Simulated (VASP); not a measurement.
A run of VASP 6.6.1 is set up as follows.

Contents of INCAR:

```
PREC = Accurate ; ENCUT = 520
EDIFF = 1E-7 ; ISMEAR = -1
SIGMA = 0.05 ; LREAL = False
LASPH = True ; NELM = 150
ALGO = Normal ; ISIF = 2
LWAVE = False ; LCHARG = True
ISPIN = 2 ; MAGMOM = 1.5 1.5 1.5 0
LORBIT = 11 ; LMAXMIX = 4
LELF = True ; LVHAR = True
NBANDS = 36
```

File KPOINTS:

```
regular mesh
0
Gamma
  9 9 9
```

File POSCAR:

```
V3Pt
1.0
    3.7520839090      0.0000000000      0.0000000000
    0.0000000000      3.7520839090      0.0000000000
    0.0000000000      0.0000000000      3.7520839090
V Pt
3 1
Direct
    0.0000000000      0.5000000000      0.5000000000
    0.5000000000      0.0000000000      0.5000000000
    0.5000000000      0.5000000000      0.0000000000
    0.0000000000      0.0000000000      0.0000000000
```

Potentials or basis: VASP PAW LDA potentials, release 64 (V_sv, Pt).

Command:

```sh
$ cat potpaw_LDA.64/V_sv/POTCAR potpaw_LDA.64/Pt/POTCAR > POTCAR
$ mpirun -np 1 vasp_std > vasp.out
```

Q: What does it give for the net moment?

A: 0.00 μB per cell.

Q: Predict the pressure.

A: 0.7 GPa.
